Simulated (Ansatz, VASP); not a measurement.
SiC: VASP beside Ansatz

Contents of INCAR:

```
SYSTEM = SiC
PREC = Accurate
ENCUT = 520
EDIFF = 1E-7
ISMEAR = 0
SIGMA = 0.02
LREAL = .False.
LASPH = .True.
NELM = 120
ALGO = Normal
ISIF = 2
LWAVE = .False.
LCHARG = .False.
GGA = PE
IBRION = 2
NSW = 60
EDIFFG = -0.002
GGA_COMPAT = .False.
NELMIN = 4
```

File KPOINTS:

```
regular mesh
0
Gamma
  9 9 9
  0 0 0
```

Contents of POSCAR:

```
SiC
1.0
    0.0267638951      2.1837880477      2.1837880477
    2.1837880477      0.0267638951      2.1837880477
    2.1837880477      2.1837880477      0.0267638951
Si C
1 1
Direct
    0.0000989743      0.0000989743      0.0000989743
    0.2499010257      0.2499010257      0.2499010257
```

Input for Ansatz:

```yaml
crystal:
  lattice:
    - [0.0267638951, 2.1837880477, 2.1837880477]
    - [2.1837880477, 0.0267638951, 2.1837880477]
    - [2.1837880477, 2.1837880477, 0.0267638951]
  atoms:
    - { symbol: Si, position: [9.89743e-05, 9.89743e-05, 9.89743e-05] }
    - { symbol: C, position: [0.2499010257, 0.2499010257, 0.2499010257] }
basis:
  ecutwfc: 420
kpoints:
  mp_grid: { grid: [9, 9, 9] }
hamiltonian:
  xc: pbe
  pseudopotentials: { kind: paw }
scf:
  occupations: { method: gaussian, width: 0.02 }
output:
  forces: true
  stress: true
  eigenvalues: true
  write_density: true
  write_potential: true
  elf: true
  volumetric_format: npy
relax:
  adjacent_minimum: "off"
  f_tol: 0.002
  max_steps: 40
```

Change from the starting cell: strained cell.

Alike in both runs: task relaxation of the atoms; functional PBE; k mesh 9 × 9 × 9; occupations gaussian, width 0.02 eV; no spin polarisation.

```csv
,VASP,Ansatz
version,VASP 6.6.1,Ansatz 0.2.0
potentials or method,"VASP PAW PBE potentials, release 64 (Si, C), cutoff 520 eV","scalar-relativistic, plane waves, PAW"
valence electrons in the cell,8,8
```

```csv
,VASP,Ansatz,Ansatz less VASP
"gap on the k mesh at the Fermi level, each at its own relaxed structure (eV)",1.42,1.42,+0.003
```

Ansatz's warnings: stress scf threshold loose.
